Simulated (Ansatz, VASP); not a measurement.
**HfN in VASP and in Ansatz**

Contents of INCAR:

```
SYSTEM = HfN
ALGO = Normal
EDIFF = 1E-7
ENCUT = 520
GGA = PE
ISIF = 2
ISMEAR = 0
LASPH = .True.
LCHARG = .False.
LREAL = .False.
LWAVE = .False.
NBANDS = 14
NELM = 60
PREC = Accurate
SIGMA = 0.15
```

The input KPOINTS:

```
k-points
0
Gamma
  16 16 16
  0 0 0
```

The input POSCAR:

```
HfN
1.0
    0.0000000000      2.4548220000      2.4548220000
    2.4548220000      0.0000000000      2.4548220000
    2.4548220000      2.4548220000      0.0000000000
Hf N
1 1
Direct
    0.0152760567      0.0152760567     -0.0152760567
    0.7500000000      0.7500000000      0.7500000000
```

Input for Ansatz:

```yaml
crystal:
  lattice:
    - [0.0, 2.454822, 2.454822]
    - [2.454822, 0.0, 2.454822]
    - [2.454822, 2.454822, 0.0]
  atoms:
    - { symbol: Hf, position: [0.0152760567, 0.0152760567, -0.0152760567] }
    - { symbol: "N", position: [0.75, 0.75, 0.75] }
basis:
  ecutwfc: 420
kpoints:
  mp_grid: { grid: [16, 16, 16] }
hamiltonian:
  xc: pbe
scf:
  occupations: { method: gaussian, width: 0.15 }
output:
  forces: true
  stress: true
  eigenvalues: true
  write_density: true
  write_potential: true
  elf: true
  volumetric_format: npy
```

Change from the starting cell: all Hf atoms moved +0.075 Å, as atom 1 along Cartesian [0 0 1].

Alike in both runs: task single point; functional PBE; k mesh 16 × 16 × 16; occupations gaussian, width 0.15 eV; no spin polarisation.

|  | VASP | Ansatz |
| --- | --- | --- |
| version | VASP 6.6.1 | Ansatz 0.2.0 |
| potentials or method | VASP PAW PBE potentials, release 64 (Hf_pv, N), cutoff 520 eV | scalar-relativistic, plane waves, PAW |
| valence electrons in the cell | 15 | 31 |

VASP gave:

| Quantity | Value |
| --- | --- |
| gap on the k mesh at the Fermi level (eV) | none |
| pressure (GPa) | 0.3 |
| traceless stress, the component that is largest in VASP (GPa) | -4.16 |
| rms of the force components (eV/Å) | 0.503 |

**Question.** Estimate Ansatz's values.

**Answer.** gap on the k mesh at the Fermi level (eV): none; pressure (GPa): 1.3; traceless stress, the component that is largest in VASP (GPa): -4.19; rms of the force components (eV/Å): 0.503.

Atom by atom the forces differ by 0.000 eV/Å (rms over components). A gap of «none» marks a metal or a gap that the smearing closes. VASP's potentials hold 15 valence electrons a cell and Ansatz's 31, so a difference there can come from the potentials and not from the codes.

Neither program's run includes spin-orbit coupling.
